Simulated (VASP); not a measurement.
# BP (I-4m2) in VASP: a series of runs, part 2 of 3

VASP 6.6.1. Earlier steps stand in the parts before.

## Step 3: Single point, r2SCAN (in-plane strain -0.005)

POSCAR

```
BP
1.0
    2.2569158570      2.2569158570      0.0000000000
   -2.2569158570      2.2569158570      0.0000000000
    0.0000000000      2.2569158570      2.2750619142
B P
1 1
Direct
    0.0000000000      0.0000000000      0.0000000000
    0.7500000000      0.2500000000      0.5000000000
```

INCAR.step1

```
SYSTEM = BP
PREC     = Accurate       ! precision mode
ENCUT    = 520            ! plane-wave cutoff, eV
ISMEAR   = 0              ! smearing method
SIGMA    = 0.01           ! smearing width, eV
LREAL    = .False.        ! projectors in reciprocal space
LASPH    = .True.         ! aspherical terms in the spheres
NELM     = 60             ! most SCF steps
NBANDS   = 11             ! bands
GGA      = PE             ! functional
ALGO     = Normal         ! electronic algorithm
EDIFF    = 1E-4           ! SCF threshold, eV
LWAVE    = .True.         ! write WAVECAR
LCHARG   = .False.        ! write CHGCAR
```

INCAR.step2

```
SYSTEM = BP
PREC     = Accurate       ! precision mode
ENCUT    = 520            ! plane-wave cutoff, eV
EDIFF    = 1E-7           ! SCF threshold, eV
ISMEAR   = 0              ! smearing method
SIGMA    = 0.01           ! smearing width, eV
LREAL    = .False.        ! projectors in reciprocal space
LASPH    = .True.         ! aspherical terms in the spheres
NELM     = 60             ! most SCF steps
ALGO     = Normal         ! electronic algorithm
ISIF     = 2              ! what is computed and relaxed
LWAVE    = .False.        ! write WAVECAR
LCHARG   = .False.        ! write CHGCAR
METAGGA  = R2SCAN         ! meta-GGA
LMIXTAU  = .True.       
NBANDS   = 11             ! bands
ISTART   = 1
```

KPOINTS

```
Automatic mesh
0
Gamma
  8 8 8
  0 0 0
```

Potentials or basis: VASP PAW PBE potentials, release 64 (B, P).

Command:

```console
cat potpaw_PBE.64/B/POTCAR potpaw_PBE.64/P/POTCAR > POTCAR
cp INCAR.step1 INCAR
mpirun -np 1 vasp_std > vasp.out
cp INCAR.step2 INCAR
mpirun -np 1 vasp_std > vasp.out
```

OUTCAR:

```text
SYSTEM = BP
   PREC = Accurate
   ENCUT = 520
   EDIFF = 1E-7
   ISMEAR = 0
   LREAL = .False.
   LASPH = .True.
   NELM = 60
   ISIF = 2
   METAGGA = R2SCAN
   ISTART = 1

 ion  position               nearest neighbor table
   1  0.000  0.000  0.000-   2 1.96   2 1.96   2 1.96   2 1.96
   2  0.750  0.250  0.500-   1 1.96   1 1.96   1 1.96   1 1.96

  LATTYP: Found a body centered tetragonal cell.
 ALAT       =     3.1917610141
 C/A-ratio  =     1.4255841237

  Lattice vectors:

 A1 = (   2.2569158570,   0.0000000000,  -2.2750619142)
 A2 = (  -2.2569158570,   0.0000000000,  -2.2750619142)
 A3 = (   0.0000000000,   2.2569158570,   2.2750619142)

Analysis of symmetry for initial positions (statically):
=====================================================================
 Subroutine PRICEL returns:
 Original cell was already a primitive cell.

 Routine SETGRP: Setting up the symmetry group for a
 body centered tetragonal supercell.

 Subroutine GETGRP returns: Found  8 space group operations
 (whereof  8 operations were pure point group operations)
 out of a pool of 16 trial point group operations.

The static configuration has the point symmetry D_2d.

Analysis of symmetry for dynamics (positions and initial velocities):
=====================================================================
 Subroutine PRICEL returns:
 Original cell was already a primitive cell.

 Routine SETGRP: Setting up the symmetry group for a
 body centered tetragonal supercell.

 Subroutine GETGRP returns: Found  8 space group operations
 (whereof  8 operations were pure point group operations)
 out of a pool of 16 trial point group operations.

The dynamic configuration has the point symmetry D_2d.

 Subroutine INISYM returns: Found  8 space group operations
 (whereof  8 operations are pure point group operations),
 and found     1 'primitive' translations

----------------------------------------------------------------------------------------

                                     Primitive cell

  volume of cell :      23.1768

  direct lattice vectors                    reciprocal lattice vectors
     2.256915857  2.256915857  0.000000000     0.221541268  0.221541268 -0.219774239
    -2.256915857  2.256915857  0.000000000    -0.221541268  0.221541268 -0.219774239
     0.000000000  2.256915857  2.275061914     0.000000000  0.000000000  0.439548477

  length of vectors
     3.191761014  3.191761014  3.204617902     0.382703256  0.382703256  0.439548477

  position of ions in fractional coordinates (direct lattice)
     0.000000000  0.000000000  0.000000000
     0.750000000  0.250000000  0.500000000

  ion indices of the primitive-cell ions
   primitive index   ion index
                 1           1
                 2           2

----------------------------------------------------------------------------------------

 KPOINTS: Automatic mesh

Automatic generation of k-mesh.
 Grid dimensions read from file:
 generate k-points for:    8    8    8

 Generating k-lattice:

  Cartesian coordinates                     Fractional coordinates (reciprocal lattice)
     0.027692658  0.027692658 -0.027471780     0.125000000  0.000000000  0.000000000
    -0.027692658  0.027692658 -0.027471780     0.000000000  0.125000000  0.000000000
     0.000000000  0.000000000  0.054943560     0.000000000  0.000000000  0.125000000

  Length of vectors
     0.047837907  0.047837907  0.054943560

  Shift w.r.t. Gamma in fractional coordinates (k-lattice)
     0.000000000  0.000000000  0.000000000

 Subroutine IBZKPT returns following result:
 ===========================================

 Found     59 irreducible k-points:

 Following reciprocal coordinates:
            Coordinates               Weight
  0.000000  0.000000  0.000000      1.000000
  0.125000  0.000000  0.000000      8.000000
  0.250000  0.000000  0.000000      8.000000
  0.375000  0.000000  0.000000      8.000000
  0.500000  0.000000  0.000000      4.000000
  0.125000  0.125000  0.000000      8.000000
[... 16 lines left out ...]
  0.250000  0.000000  0.125000      4.000000
  0.375000  0.000000  0.125000      8.000000
 [... further k-points ...]
   k-points           NKPTS =     59   k-points in BZ     NKDIM =     59   number of bands    NBANDS=     11
   number of dos      NEDOS =    301   number of ions     NIONS =      2
   total plane-waves  NPLWV =  13824
   dimension x,y,z NGX =    24 NGY =   24 NGZ =   24
   dimension x,y,z NGXF=    48 NGYF=   48 NGZF=   48
   ions per type =               1   1
   NGX,Y,Z   is equivalent  to a cutoff of  12.50, 12.50, 12.45 a.u.
   NGXF,Y,Z  is equivalent  to a cutoff of  25.00, 25.00, 24.90 a.u.
 SYSTEM =  BP
   PREC   = accura    normal or accurate (medium, high low for compatibility)
   ISTART =      1    job   : 0-new  1-cont  2-samecut
   ICHARG =      0    charge: 1-file 2-atom 10-const
   ISPIN  =      1    spin polarized calculation?
   LNONCOLLINEAR =      F non collinear calculations
   LSORBIT =      F    spin-orbit coupling
   LASPH  =      T    aspherical Exc in radial PAW
   ENCUT  =  520.0 eV  38.22 Ry    6.18 a.u.   5.93  5.93  5.96*2*pi/ulx,y,z
   NELM   =     60;   NELMIN=  2; NELMDL=  0     # of ELM steps
   EDIFF  = 0.1E-06   stopping-criterion for ELM
   LREAL  =      F    real-space projection
   EDIFFG = 0.1E-05   stopping-criterion for IOM
   NSW    =      0    number of steps for IOM
   IBRION =     -1    ionic relax: 0-MD 1-quasi-New 2-CG
   NFREE  =      0    steps in history (QN), initial steepest desc. (CG)
   ISIF   =      2    stress and relaxation
   ISYM   =      2    0-nonsym 1-usesym 2-fastsym
   POTIM  = 0.5000    time-step for ionic-motion
   TEBEG  =    0.0;   TEEND  =   0.0 temperature during run
   PSTRESS=    0.0 pullay stress
   NELECT =       8.0000    total number of electrons
   NUPDOWN=      -1.0000    fix difference up-down
   EMIN   =  10.00;   EMAX   =-10.00  energy-range for DOS
   EFERMI =   0.00;   METHOD = LEGACY
   ISMEAR =     0;   SIGMA  =   0.01  broadening in eV -4-tet -1-fermi 0-gaus
   EFERMI_NEDOS =   21; number of points for ismear=-14 and -15
   IALGO  =     38    algorithm
   IMIX   =      4    mixing-type and parameters
     AMIX     =   0.40;   BMIX     =  1.00
     AMIX_MAG =   1.60;   BMIX_MAG =  1.00
  volume/ion in A,a.u.               =      11.59        78.20
  Fermi-wavevector in a.u.,A,eV,Ry     =   1.148383  2.170130 17.943146  1.318784
  Thomas-Fermi vector in A             =   2.285058
   LORBIT       =      0    0 simple, 1 ext, 2 COOP (PROOUT), +10 PAW based schemes
   METAGGA = R2SCAN    functional components
   LHFCALC =     F    Hartree Fock is set to
   AEXX    =    0.0000 exact exchange contribution
   IVDW    =     0    specifies the selected vdW correction
   LEPSILON=     F    determine dielectric tensor
   LRPA    =     F    only Hartree local field effects (RPA)
 non-spin polarized calculation
 Gauss-broadening in eV      SIGMA  =   0.01
  energy-cutoff  :      520.00
  volume of cell :       23.18
 maximum number of plane-waves:       636
   NGX = 11   NGY = 11   NGZ = 11

 number of electron       8.0000000 magnetization

 Free energy of the ion-electron system (eV)
  ---------------------------------------------------
  ext. energy  EPLUGINS =         0.00000000
  ---------------------------------------------------
  free energy    TOTEN  =       -17.30840888 eV

  energy without entropy =      -17.30840888  energy(sigma->0) =      -17.30840888

 E-fermi :   7.6666     XC(G=0): -11.5368

 val. band max:        7.5138622795   @ k =   0.0000   0.0000   0.0000
 cond. band min:       8.9169232405   @ k =  -0.3750   0.3750   0.0000
 fundamental gap:      1.4030609611
 Fermi energy:         7.6665795043

 k-point     1 :       0.0000    0.0000    0.0000
  band No.  band energies     occupation
      1      -8.8482      2.00000
      2       7.4292      2.00000
      3       7.5139      2.00000
      4       7.5139      2.00000
      5      11.1219      0.00000
      6      11.1219      0.00000
      7      11.1710      0.00000
      8      15.6239      0.00000
      9      19.9495      0.00000
     10      20.0430      0.00000
     11      20.2656      0.00000
[... 309 lines left out ...]
 k-point    24 :       0.3750    0.0000    0.1250
  band No.  band energies     occupation
      1      -7.0109      2.00000
      2       1.4665      2.00000
      3       4.1730      2.00000
      4       6.3213      2.00000
      5      12.4267      0.00000
      6      12.8128      0.00000
      7      13.5334      0.00000
      8      17.0941      0.00000
      9      17.9436      0.00000
     10      21.6858      0.00000
     11      23.3091      0.00000

 [... further k-points ...]
[... 5 lines left out ...]
  --------------------------------------------------------------------------------------
  -------------------------------------------------------------------------------------
  Total        0.2162767      0.2162767     -0.1241328      0.0000000      0.0000000      0.0000000
  in kB       14.9508684     14.9508684     -8.5811010      0.0000000      0.0000000      0.0000000
  external PRESSURE =       7.1068786 kB  Pullay stress =       0.0000000 kB

 VOLUME and BASIS-vectors are now :
 -----------------------------------------------------------------------------
  energy-cutoff  :      520.00
  volume of cell :       23.18
      direct lattice vectors                 reciprocal lattice vectors
     2.256915857  2.256915857  0.000000000     0.221541268  0.221541268 -0.219774239
    -2.256915857  2.256915857  0.000000000    -0.221541268  0.221541268 -0.219774239
     0.000000000  2.256915857  2.275061914     0.000000000  0.000000000  0.439548477

 POSITION                                       TOTAL-FORCE (eV/Angst)
 -----------------------------------------------------------------------------------
      0.00000      0.00000      0.00000        -0.000000      0.000000      0.000000
      1.12846      3.38537      1.13753         0.000000     -0.000000      0.000000
 -----------------------------------------------------------------------------------
    total drift:                                0.000000      0.000000     -0.000000

  FREE ENERGIE OF THE ION-ELECTRON SYSTEM (eV)
  ---------------------------------------------------
  free  energy   TOTEN  =       -17.3084088784 eV

  energy  without entropy=      -17.3084088784  energy(sigma->0) =      -17.30840888
```

It took 18 s on 1 thread of Intel Xeon 6975P-C (Granite Rapids), shared host; peak memory 0.14 GiB.

Results:

- Free energy: -17.3084 eV
- Pressure: 0.7 GPa
- Band gap on the k mesh: 1.40 eV, indirect (least direct gap 3.61 eV)

Stress tensor (GPa, compression positive):
```
 1.50  0.00  0.00
 0.00  1.50  0.00
 0.00  0.00 -0.86
```

Caveat: the cell differs from its parent crystal (in-plane strain -0.005); the PAW data sets were made with another functional, which shifts forces and pressure a little.

## Step 4: Single point, r2SCAN (in-plane strain +0.005, then relaxed in part)

POSCAR

```
BP
1.0
    2.2795984284      2.2795984284      0.0000000000
   -2.2795984284      2.2795984284      0.0000000000
    0.0000000000      2.2795984284      2.2634916838
B P
1 1
Direct
    0.0000000000      0.0000000000      0.0000000000
    0.7500000000      0.2500000000      0.5000000000
```

INCAR.step1

```
PREC = Accurate
ENCUT = 520
ISMEAR = 0
SIGMA = 0.01
LREAL = False
LASPH = True
NELM = 100
NBANDS = 11
GGA = PE
ALGO = Normal
EDIFF = 1E-4
LWAVE = True
LCHARG = False
```

INCAR.step2

```
PREC = Accurate
ENCUT = 520
EDIFF = 1E-6
ISMEAR = 0
SIGMA = 0.01
LREAL = False
LASPH = True
NELM = 100
ALGO = Normal
ISIF = 2
LWAVE = False
LCHARG = False
METAGGA = R2SCAN
LMIXTAU = True
NBANDS = 11
ISTART = 1
```

KPOINTS

```
Automatic mesh
0
Gamma
  8 8 8
```

Command:

```console
cat potpaw_PBE.64/B/POTCAR potpaw_PBE.64/P/POTCAR > POTCAR
cp INCAR.step1 INCAR
mpirun -np 1 vasp_std > vasp.out
cp INCAR.step2 INCAR
mpirun -np 1 vasp_std > vasp.out
```

Run time: 15 s. Hardware: 1 thread of Intel Xeon 6975P-C (Granite Rapids), shared host; peak memory 0.14 GiB.

It converged, with:

| Item | Value |
| --- | --- |
| Free energy | -17.3076 eV |
| Pressure | -1.8 GPa |
| Band gap on the k mesh | 1.37 eV, indirect (least direct gap 3.55 eV) |

Stress tensor (GPa, compression positive):
```
-2.47  0.00  0.00
 0.00 -2.47  0.00
 0.00  0.00 -0.46
```

Levels at points of the mesh, in eV from the valence-band top:
```tsv
k point	band 2	band 3	band 4	band 5	band 6	band 7
(0.00, 0.00, 0.00)	-0.07	-0.07	0.00	3.55	3.60	3.60
(0.50, 0.00, 0.00)	-9.50	-1.95	-1.86	4.04	4.94	5.02
(0.50, 0.50, 0.00)	-9.16	-4.35	-4.33	1.53	1.90	12.87
(0.00, 0.00, 0.50)	-9.10	-4.42	-4.42	1.45	1.80	12.94
```

Caveat: the cell differs from its parent crystal (in-plane strain +0.005, then relaxed in part); the PAW data sets were made with another functional, which shifts forces and pressure a little. A k mesh can miss the band edges.

[end of part 2 of 3]
